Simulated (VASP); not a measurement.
# TaN in VASP: a series of runs

TaN is run at these levels: LDA+U; tasks: single point.

Everything below comes from runs of VASP 6.6.1. Logs are shortened: lines on timing, memory, paths and dates and some standing lists are left out, and cuts for length are marked.

### Step 1. The cell of the first run

It takes space group P4/mmm (No. 123, tetragonal). The conventional cell has a = 2.941 Å, b = 2.941 Å, c = 3.089 Å, α = 90.00°, β = 90.00°, γ = 90.00°. Ta (site symmetry 4/mmm) has 4 N at 2.08 Å within 2.8 Å. N (site symmetry 4/mmm) has 4 Ta at 2.08 Å within 2.8 Å.

### Step 2. Single point, LDA+U

Input file INCAR:

```
PREC = Accurate
ENCUT = 520
EDIFF = 1E-7
ISMEAR = -1
SIGMA = 0.05
LREAL = False
LASPH = True
NELM = 150
ALGO = Normal
ISIF = 2
LWAVE = False
LCHARG = False
LMAXMIX = 4
LDAU = True
LDAUTYPE = 2
LDAUL = 2 -1
LDAUU = 6 0
LDAUJ = 0 0
LDAUPRINT = 1
GGA = CA
NBANDS = 24
```

Input file KPOINTS:

```
Automatic mesh
0
Gamma
  8 8 6
```

Input file POSCAR:

```
TaN
1.0
    4.1588316672      0.0000000000      0.0000000000
    0.0000000000      4.1588316672      0.0000000000
    0.0000000000      0.0000000000      3.0886099670
Ta N
2 2
Direct
    0.0000000000      0.0000000000      0.0000000000
    0.5000000000      0.5000000000      0.0000000000
    0.5000000000      0.0000000000     -0.0000043467
    0.0000000000      0.5000000000      1.0000043467
```

Potentials or basis: VASP PAW LDA potentials, release 64 (Ta_pv, N).

Run with:

```sh
cat potpaw_LDA.64/Ta_pv/POTCAR potpaw_LDA.64/N/POTCAR > POTCAR
mpirun -np 1 vasp_std > vasp.out
```

OUTCAR:

```text
PREC = Accurate
   ENCUT = 520
   EDIFF = 1E-7
   ISMEAR = -1
   LREAL = False
   LASPH = True
   NELM = 150
   ISIF = 2
   GGA = CA

 ion  position               nearest neighbor table
   1  0.000  0.000  0.000-   3 2.08   4 2.08   4 2.08   3 2.08   2 2.94   2 2.94   2 2.94   2 2.94

   2  0.500  0.500  0.000-   3 2.08   4 2.08   3 2.08   4 2.08   1 2.94   1 2.94   1 2.94   1 2.94

   3  0.500  0.000  1.000-   1 2.08   2 2.08   2 2.08   1 2.08
   4  0.000  0.500  0.000-   1 2.08   2 2.08   1 2.08   2 2.08

  LATTYP: Found a simple tetragonal cell.
 ALAT       =     4.1588316672
 C/A-ratio  =     0.7426628953

  Lattice vectors:

 A1 = (   4.1588316672,   0.0000000000,   0.0000000000)
 A2 = (   0.0000000000,   4.1588316672,   0.0000000000)
 A3 = (   0.0000000000,   0.0000000000,   3.0886099670)

Analysis of symmetry for initial positions (statically):
=====================================================================
 Subroutine PRICEL returns following result:

  LATTYP: Found a simple tetragonal cell.
 ALAT       =     2.9407380737
 C/A-ratio  =     1.0502839388

  Lattice vectors:

 A1 = (   2.0794158336,  -2.0794158336,   0.0000000000)
 A2 = (   2.0794158336,   2.0794158336,   0.0000000000)
 A3 = (   0.0000000000,   0.0000000000,   3.0886099670)

   2 primitive cells build up your supercell.

 Routine SETGRP: Setting up the symmetry group for a
 simple tetragonal supercell.

 Subroutine GETGRP returns: Found 16 space group operations
 (whereof 16 operations were pure point group operations)
 out of a pool of 16 trial point group operations.

The static configuration has the point symmetry D_4h.

Analysis of symmetry for dynamics (positions and initial velocities):
=====================================================================
 Subroutine PRICEL returns following result:

  LATTYP: Found a simple tetragonal cell.
 ALAT       =     2.9407380737
[... 190 lines left out ...]
  o =  0.3250  v =  0.0000 -0.0000  1.0000 -0.0000 -0.0000  0.0000  0.0000  0.0000  0.0000  0.0000      0.0000  0.0000  0.0000  0.0000  0.0000  0.0000  0.0000  0.0000  0.0000  0.0000

atom =   2  type =  1  l = 2

 onsite density matrix

spin component  1

  0.2201 -0.0000  0.0000 -0.0000  0.0000
 -0.0000  0.1428  0.0000  0.0000  0.0000
  0.0000  0.0000  0.3250  0.0000  0.0000
 -0.0000  0.0000  0.0000  0.1428  0.0000
  0.0000  0.0000  0.0000  0.0000  0.2672

spin component  2

  0.2201 -0.0000  0.0000 -0.0000  0.0000
 -0.0000  0.1428  0.0000  0.0000  0.0000
  0.0000  0.0000  0.3250  0.0000  0.0000
 -0.0000  0.0000  0.0000  0.1428  0.0000
  0.0000  0.0000  0.0000  0.0000  0.2672

 occupancies and eigenvectors

  o =  0.1428  v =  0.0000 -0.2039 -0.0000 -0.9790  0.0000  0.0000  0.0000  0.0000  0.0000  0.0000      0.0000  0.0000  0.0000  0.0000  0.0000  0.0000  0.0000  0.0000  0.0000  0.0000
  o =  0.1428  v =  0.0000  0.0000  0.0000  0.0000  0.0000  0.0000 -0.2039 -0.0000 -0.9790  0.0000      0.0000  0.0000  0.0000  0.0000  0.0000  0.0000  0.0000  0.0000  0.0000  0.0000
  o =  0.1428  v =  0.0000  0.9790  0.0000 -0.2039  0.0000  0.0000  0.0000  0.0000  0.0000  0.0000      0.0000  0.0000  0.0000  0.0000  0.0000  0.0000  0.0000  0.0000  0.0000  0.0000
  o =  0.1428  v =  0.0000  0.0000  0.0000  0.0000  0.0000  0.0000  0.9790  0.0000 -0.2039  0.0000      0.0000  0.0000  0.0000  0.0000  0.0000  0.0000  0.0000  0.0000  0.0000  0.0000
  o =  0.2201  v =  1.0000  0.0000  0.0000  0.0000  0.0000  0.0000  0.0000  0.0000  0.0000  0.0000      0.0000  0.0000  0.0000  0.0000  0.0000  0.0000  0.0000  0.0000  0.0000  0.0000
  o =  0.2201  v =  0.0000  0.0000  0.0000  0.0000  0.0000  1.0000  0.0000  0.0000  0.0000  0.0000      0.0000  0.0000  0.0000  0.0000  0.0000  0.0000  0.0000  0.0000  0.0000  0.0000
  o =  0.2672  v =  0.0000  0.0000  0.0000  0.0000  0.0000  0.0000 -0.0000 -0.0000  0.0000  1.0000      0.0000  0.0000  0.0000  0.0000  0.0000  0.0000  0.0000  0.0000  0.0000  0.0000
  o =  0.2672  v =  0.0000 -0.0000 -0.0000  0.0000  1.0000  0.0000  0.0000  0.0000  0.0000  0.0000      0.0000  0.0000  0.0000  0.0000  0.0000  0.0000  0.0000  0.0000  0.0000  0.0000
  o =  0.3250  v =  0.0000  0.0000  0.0000  0.0000  0.0000  0.0000  0.0000 -1.0000 -0.0000 -0.0000      0.0000  0.0000  0.0000  0.0000  0.0000  0.0000  0.0000  0.0000  0.0000  0.0000
  o =  0.3250  v =  0.0000  0.0000 -1.0000 -0.0000 -0.0000  0.0000  0.0000  0.0000  0.0000  0.0000      0.0000  0.0000  0.0000  0.0000  0.0000  0.0000  0.0000  0.0000  0.0000  0.0000

 number of electron      32.0000002 magnetization

 Free energy of the ion-electron system (eV)
  ---------------------------------------------------
  ext. energy  EPLUGINS =         0.00000000
  ---------------------------------------------------
  free energy    TOTEN  =       -36.61269980 eV

  energy without entropy =      -36.59786527  energy(sigma->0) =      -36.60528254

 E-fermi :   6.4374     XC(G=0): -12.2610

 val. band max:        6.4244891020   @ k =   0.2500   0.2500   0.1667
 cond. band min:       6.4857859515   @ k =   0.3750   0.2500   0.3333
 fundamental gap:      0.0612968495
 Fermi energy:         6.4373940370

 k-point     1 :       0.0000    0.0000    0.0000
  band No.  band energies     occupation
      1     -30.2584      2.00000
      2     -30.2584      2.00000
      3     -29.6551      2.00000
      4     -29.6551      2.00000
      5     -29.5767      2.00000
      6     -29.4575      2.00000
[... 637 lines left out ...]
     23      12.5842      0.00000
     24      12.5842      0.00000

 [... further k-points ...]
[... 5 lines left out ...]
  --------------------------------------------------------------------------------------
  -------------------------------------------------------------------------------------
  Total        4.3965099      4.3965099     -0.3607363      0.0000000      0.0000000      0.0000000
  in kB      131.8599420    131.8599420    -10.8191893      0.0000000      0.0000000      0.0000000
  external PRESSURE =      84.3002316 kB  Pullay stress =       0.0000000 kB

 VOLUME and BASIS-vectors are now :
 -----------------------------------------------------------------------------
  energy-cutoff  :      520.00
  volume of cell :       53.42
      direct lattice vectors                 reciprocal lattice vectors
     4.158831667  0.000000000  0.000000000     0.240452146  0.000000000  0.000000000
     0.000000000  4.158831667  0.000000000     0.000000000  0.240452146  0.000000000
     0.000000000  0.000000000  3.088609967     0.000000000  0.000000000  0.323770243

 POSITION                                       TOTAL-FORCE (eV/Angst)
 -----------------------------------------------------------------------------------
      0.00000      0.00000      0.00000         0.000000      0.000000     -0.000000
      2.07942      2.07942      0.00000        -0.000000     -0.000000      0.000000
      2.07942      0.00000      3.08860         0.000000      0.000000     -0.000000
      0.00000      2.07942      0.00001         0.000000     -0.000000     -0.000000
 -----------------------------------------------------------------------------------
    total drift:                                0.000000     -0.000000     -0.000000

  FREE ENERGIE OF THE ION-ELECTRON SYSTEM (eV)
  ---------------------------------------------------
  free  energy   TOTEN  =       -36.6126998046 eV

  energy  without entropy=      -36.5978652717  energy(sigma->0) =      -36.60528254
```

OSZICAR:

```text
N       E                     dE             d eps       ncg     rms          rms(c)
DAV:   1     0.267347615273E+03    0.26735E+03   -0.17114E+04  2880   0.135E+03
DAV:   2    -0.319356530596E+02   -0.29928E+03   -0.28614E+03  3488   0.385E+02
DAV:   3    -0.449599550247E+02   -0.13024E+02   -0.12884E+02  3752   0.781E+01
DAV:   4    -0.450956500995E+02   -0.13570E+00   -0.13565E+00  3328   0.852E+00
DAV:   5    -0.450973857592E+02   -0.17357E-02   -0.17354E-02  3696   0.871E-01    0.343E+01
DAV:   6    -0.369946971107E+02    0.81027E+01   -0.35661E+01  3432   0.378E+01    0.137E+01
DAV:   7    -0.366802315358E+02    0.31447E+00   -0.17081E+00  3280   0.789E+00    0.819E+00
DAV:   8    -0.366124106378E+02    0.67821E-01   -0.39465E-01  3408   0.443E+00    0.844E-01
DAV:   9    -0.366093071836E+02    0.31035E-02   -0.24829E-02  3584   0.943E-01    0.337E-01
DAV:  10    -0.366125178271E+02   -0.32106E-02   -0.44288E-03  3416   0.578E-01    0.903E-02
DAV:  11    -0.366126669589E+02   -0.14913E-03   -0.84253E-04  3552   0.169E-01    0.446E-02
DAV:  12    -0.366126994321E+02   -0.32473E-04   -0.79137E-05  3488   0.556E-02    0.141E-02
DAV:  13    -0.366126995517E+02   -0.11963E-06   -0.74598E-06  3536   0.167E-02    0.609E-03
DAV:  14    -0.366126998386E+02   -0.28693E-06   -0.38003E-07  3296   0.423E-03    0.199E-03
DAV:  15    -0.366126998046E+02    0.34040E-07   -0.14152E-07  2392   0.206E-03
   1 F= -.36612700E+02 E0= -.36605283E+02  d E =-.148345E-01
```

Run time: 31 s. Hardware: 1 thread of Intel Xeon Platinum 8488C (Sapphire Rapids), shared host; peak memory 0.19 GiB.

Results:

* Free energy: -36.6127 eV
* Pressure: 8.4 GPa
* Band gap on the k mesh: zero (band 16 reaches 8.19 eV, above the bottom of band 17 at 4.17 eV)

Levels at points of the mesh, in eV from the Fermi level:
| k point | band 13 | band 14 | band 15 | band 16 | band 17 | band 18 | band 19 | band 20 |
| --- | --- | --- | --- | --- | --- | --- | --- | --- |
| (0.00, 0.00, 0.00) | -2.84 | -2.84 | -2.49 | -2.02 | -1.78 | 1.36 | 1.36 | 2.72 |
| (0.50, 0.00, 0.00) | -3.26 | -3.26 | -3.01 | -3.01 | 2.28 | 2.28 | 2.51 | 2.51 |
| (0.50, 0.50, 0.00) | -3.71 | -3.71 | -3.04 | -3.04 | 4.08 | 4.08 | 4.10 | 4.10 |
| (0.00, 0.00, 0.50) | -2.85 | -2.61 | -2.61 | -2.27 | -2.27 | 1.74 | 1.74 | 2.91 |
| (0.50, 0.00, 0.50) | -4.39 | -4.39 | -0.70 | -0.70 | 2.60 | 2.60 | 2.68 | 2.68 |
| (0.50, 0.50, 0.50) | -6.29 | -6.29 | 1.75 | 1.75 | 2.54 | 2.54 | 3.33 | 3.33 |

Eigenvalues of the final occupation matrices:
| site | spin | trace | eigenvalues |
| --- | --- | --- | --- |
| site 1 d | 1 | 1.10 | 0.14 0.14 0.22 0.27 0.33 |
| site 1 d | 2 | 1.10 | 0.14 0.14 0.22 0.27 0.33 |
| site 2 d | 1 | 1.10 | 0.14 0.14 0.22 0.27 0.33 |
| site 2 d | 2 | 1.10 | 0.14 0.14 0.22 0.27 0.33 |

Caveat: spin-orbit coupling is left out, which moves the levels of the heavy elements; U without spin polarisation on a metal has little footing.

### Step 3. Single point, LDA+U

This run uses another cell than the first one, of 14.58 Å³/atom, 1.091 times its volume.

Input file INCAR:

```
ALGO     = Normal         # electronic algorithm
EDIFF    = 1E-6           # SCF threshold, eV
ENCUT    = 520            # plane-wave cutoff, eV
GGA      = CA             # functional
ISIF     = 2              # what is computed and relaxed
ISMEAR   = -1             # smearing method
LASPH    = T              # aspherical terms in the spheres
LCHARG   = F              # write CHGCAR
LDAU     = T              # DFT+U
LDAUJ    = 0 0          
LDAUL    = 2 -1           # shell
LDAUPRINT= 1            
LDAUTYPE = 2            
LDAUU    = 8 0            # U, eV
LMAXMIX  = 4              # l up to which the mixer works
LREAL    = F              # projectors in reciprocal space
LWAVE    = F              # write WAVECAR
NBANDS   = 24             # bands
NELM     = 150            # most SCF steps
PREC     = Accurate       # precision mode
SIGMA    = 0.05           # smearing width, eV
```

Input file KPOINTS:

```
k-points
0
Gamma
  8 8 6
```

Input file POSCAR:

```
TaN
1.0
    4.1982076982      0.0000000000      0.0000000000
    0.0000000000      4.1982076982      0.0000000000
    0.0000000000      0.0000000000      3.3081971862
Ta N
2 2
Direct
    0.0000000000      0.0000000000      0.0000000000
    0.5000000000      0.5000000000      0.0000000000
    0.5000000000      0.0000000000      0.0000362350
    0.0000000000      0.5000000000      0.9999637650
```

Potentials or basis: VASP PAW LDA potentials, release 64 (Ta_pv, N).

Run with:

```sh
cat potpaw_LDA.64/Ta_pv/POTCAR potpaw_LDA.64/N/POTCAR > POTCAR
mpirun -np 1 vasp_std > vasp.out
```

Wall time 47 s (1 thread of Intel Xeon Platinum 8488C (Sapphire Rapids), shared host); peak memory 0.2 GiB.

The run converged. Its results:

* Free energy: -33.2842 eV
* Pressure: 1.4 GPa
* Band gap on the k mesh: zero (band 16 reaches 7.29 eV, above the bottom of band 17 at 4.15 eV)

Stress tensor (GPa, compression positive):
```
  8.34   0.00   0.00
  0.00   8.34   0.00
  0.00   0.00 -12.55
```

Levels at points of the mesh, in eV from the Fermi level:
| k point | band 14 | band 15 | band 16 | band 17 | band 18 | band 19 |
| --- | --- | --- | --- | --- | --- | --- |
| (0.00, 0.00, 0.00) | -3.00 | -2.98 | -2.15 | -1.54 | 1.12 | 1.12 |
| (0.50, 0.00, 0.00) | -3.36 | -2.90 | -2.90 | 2.20 | 2.20 | 2.30 |
| (0.50, 0.50, 0.00) | -4.00 | -2.64 | -2.64 | 3.72 | 3.72 | 3.95 |
| (0.00, 0.00, 0.50) | -2.85 | -2.84 | -1.64 | -1.64 | 2.30 | 2.30 |
| (0.50, 0.00, 0.50) | -4.62 | -0.10 | -0.10 | 2.41 | 2.41 | 2.66 |
| (0.50, 0.50, 0.50) | -6.24 | 1.42 | 1.42 | 3.07 | 3.07 | 3.50 |

Eigenvalues of the final occupation matrices:
```
    site  spin  trace               eigenvalues
site 1 d     1   1.02  0.12 0.12 0.21 0.25 0.32
site 1 d     2   1.02  0.12 0.12 0.21 0.25 0.32
site 2 d     1   1.02  0.12 0.12 0.21 0.25 0.32
site 2 d     2   1.02  0.12 0.12 0.21 0.25 0.32
```

Caveat: spin-orbit coupling is left out, which moves the levels of the heavy elements; U without spin polarisation on a metal has little footing.

### Step 4. Single point, LDA+U

This run uses another cell than the first one, of 12.79 Å³/atom, 0.958 times its volume.

Input file INCAR:

```
ALGO = Normal ; EDIFF = 1E-6
ENCUT = 600 ; GGA = CA
GGA_COMPAT = F ; ISIF = 2
ISMEAR = -1 ; LASPH = T
LCHARG = F ; LDAU = T
LDAUJ = 0 0 ; LDAUL = 2 -1
LDAUPRINT = 1 ; LDAUTYPE = 2
LDAUU = 1 0 ; LMAXMIX = 4
LREAL = F ; LWAVE = F
NBANDS = 26 ; NELM = 200
PREC = Accurate ; SIGMA = 0.05
```

KPOINTS is that of step 3.

Input file POSCAR:

```
TaN
1.0
    4.1384415940      0.0000000000      0.0000000000
    0.0000000000      4.1384415940      0.0000000000
    0.0000000000      0.0000000000      2.9880389102
Ta N
2 2
Direct
    0.0000000000      0.0000000000      0.0000000000
    0.5000000000      0.5000000000      0.0000000000
    0.5000000000      0.0000000000      0.0000004789
    0.0000000000      0.5000000000      0.9999995211
```

Potentials or basis: VASP PAW LDA potentials, release 64 (Ta_sv_GW, N).

Run with:

```sh
cat potpaw_LDA.64/Ta_sv_GW/POTCAR potpaw_LDA.64/N/POTCAR > POTCAR
mpirun -np 1 vasp_std > vasp.out
```

It took 45 s on 1 thread of Intel Xeon Platinum 8559C (Emerald Rapids), shared host; peak memory 0.22 GiB.

The run converged. Its results:

```
Free energy            : -50.3403 eV
Pressure               : 2.6 GPa
Band gap on the k mesh : zero (band 18 reaches 11.45 eV, above the bottom of band 19 at 7.46 eV)
```

Stress tensor (GPa, compression positive):
```
3.54 0.00 0.00
0.00 3.54 0.00
0.00 0.00 0.77
```

Levels at points of the mesh, in eV from the Fermi level:
```csv
k point,band 14,band 15,band 16,band 17,band 18,band 19,band 20,band 21,band 22,band 23
"(0.00, 0.00, 0.00)",-3.64,-2.47,-2.47,-2.02,-2.00,-1.38,1.10,1.10,2.68,3.60
"(0.50, 0.00, 0.00)",-4.66,-3.22,-3.22,-2.74,-2.74,2.21,2.21,2.29,2.29,4.53
"(0.50, 0.50, 0.00)",-6.51,-3.56,-3.56,-3.03,-3.03,4.00,4.00,4.04,4.04,4.69
"(0.00, 0.00, 0.50)",-3.38,-3.01,-2.82,-2.82,-2.19,-2.19,1.05,1.05,2.92,5.12
"(0.50, 0.00, 0.50)",-6.17,-4.06,-4.06,-1.27,-1.27,2.48,2.48,2.63,2.63,4.89
"(0.50, 0.50, 0.50)",-7.02,-6.24,-6.24,1.81,1.81,2.47,2.47,3.10,3.10,4.06
```

Eigenvalues of the final occupation matrices:
```tsv
site	spin	trace	eigenvalues
site 1 d	1	1.20	0.18 0.18 0.24 0.28 0.32
site 1 d	2	1.20	0.18 0.18 0.24 0.28 0.32
site 2 d	1	1.20	0.18 0.18 0.24 0.28 0.32
site 2 d	2	1.20	0.18 0.18 0.24 0.28 0.32
```

Caveat: spin-orbit coupling is left out, which moves the levels of the heavy elements; U without spin polarisation on a metal has little footing.

(Part 1 of 2 ends here.)
